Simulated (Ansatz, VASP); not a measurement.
# SiNi3 in VASP and in Ansatz

```
CELL_PARAMETERS angstrom
3.57504 0.00000 0.00000
0.00000 3.57504 0.00000
0.00000 0.00000 3.57504
ATOMIC_POSITIONS crystal
Si 0.00000 0.00000 0.00000
Ni 0.00000 0.50000 0.50000
Ni 0.50000 0.00000 0.50000
Ni 0.50000 0.50000 0.00000
```

Alike in both runs: task single point; functional PBE; k mesh 12 × 12 × 12; occupations gaussian, width 0.1 eV; no spin polarisation.

```csv
,VASP,Ansatz
version,VASP 6.6.1,Ansatz 0.2.0
potentials or method,"VASP PAW PBE potentials, release 64 (Si, Ni), cutoff 520 eV","scalar-relativistic, plane waves, PAW"
valence electrons in the cell,34,58
```

VASP gave:

| Property | Result |
| --- | --- |
| gap on the k mesh at the Fermi level (eV) | none |
| pressure (GPa) | -10.7 |

Which values does Ansatz return?

gap on the k mesh at the Fermi level (eV): none; pressure (GPa): -10.8.

A gap of «none» marks a metal or a gap that the smearing closes. VASP's potentials hold 34 valence electrons a cell and Ansatz's 58, so a difference there can come from the potentials and not from the codes.
